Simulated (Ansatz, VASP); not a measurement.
Cu in VASP and in Ansatz

File POSCAR:

```
Cu
1.0
    2.5293395076      0.0000000000      0.0000000000
   -1.2646697538      2.1904722684      0.0000000000
    0.0000000000      0.0000000000      8.2639398547
Cu
4
Direct
    0.0000000000      0.0000000000      0.0000000000
    0.3333333333      0.6666666667      0.2500000000
    0.0000000000      0.0000000000      0.5000000000
    0.6666666667      0.3333333333      0.7500000000
```

INCAR.step1

```
ALGO     = Normal         # electronic algorithm
EDIFF    = 1E-4           # SCF threshold, eV
ENCUT    = 520            # plane-wave cutoff, eV
GGA      = PE             # functional
ISMEAR   = 0              # smearing method
LASPH    = T              # aspherical terms in the spheres
LCHARG   = F              # write CHGCAR
LREAL    = F              # projectors in reciprocal space
LWAVE    = T              # write WAVECAR
NBANDS   = 30             # bands
NELM     = 100            # most SCF steps
PREC     = Accurate       # precision mode
SIGMA    = 0.15           # smearing width, eV
```

Contents of INCAR.step2:

```
ALGO     = Normal         # electronic algorithm
EDIFF    = 1E-6           # SCF threshold, eV
ENCUT    = 520            # plane-wave cutoff, eV
ISIF     = 2              # what is computed and relaxed
ISMEAR   = 0              # smearing method
ISTART   = 1            
LASPH    = T              # aspherical terms in the spheres
LCHARG   = F              # write CHGCAR
LMIXTAU  = T            
LREAL    = F              # projectors in reciprocal space
LWAVE    = F              # write WAVECAR
METAGGA  = R2SCAN         # meta-GGA
NBANDS   = 30             # bands
NELM     = 100            # most SCF steps
PREC     = Accurate       # precision mode
SIGMA    = 0.15           # smearing width, eV
```

Contents of KPOINTS:

```
k-points
0
Gamma
  18 18 4
```

Input for Ansatz:

```yaml
crystal:
  lattice:
    - [2.5293395076, 0.0, 0.0]
    - [-1.2646697538, 2.1904722684, 0.0]
    - [0.0, 0.0, 8.2639398547]
  atoms:
    - { symbol: Cu, position: [0.0, 0.0, 0.0] }
    - { symbol: Cu, position: [0.3333333333, 0.6666666667, 0.25] }
    - { symbol: Cu, position: [0.0, 0.0, 0.5] }
    - { symbol: Cu, position: [0.6666666667, 0.3333333333, 0.75] }
basis:
  ecutwfc: 500
kpoints:
  mp_grid: { grid: [18, 18, 4] }
hamiltonian:
  xc: r2scan
scf:
  occupations: { method: gaussian, width: 0.15 }
output:
  forces: true
  stress: true
  eigenvalues: true
  write_density: true
  write_potential: true
  elf: true
  volumetric_format: npy
```

Alike in both runs: task single point; functional r2SCAN; k mesh 18 × 18 × 4; occupations gaussian, width 0.15 eV; no spin polarisation.

```csv
,VASP,Ansatz
version,VASP 6.6.1,Ansatz 0.2.0
potentials or method,"VASP PAW PBE potentials, release 64 (Cu), cutoff 520 eV","scalar-relativistic, plane waves, PAW"
valence electrons in the cell,44,76
```

|  | VASP | Ansatz | Ansatz less VASP |
| --- | --- | --- | --- |
| gap on the k mesh at the Fermi level (eV) | none | none | - |
| pressure (GPa) | 0.7 | 0.0 | -0.67 |
| traceless stress, the component that is largest in VASP (GPa) | -0.35 | -0.41 | -0.055 |

VASP's potentials were made for PBE, not for r2SCAN. A gap of «none» marks a metal or a gap that the smearing closes. VASP's potentials hold 44 valence electrons a cell and Ansatz's 76, so a difference there can come from the potentials and not from the codes.
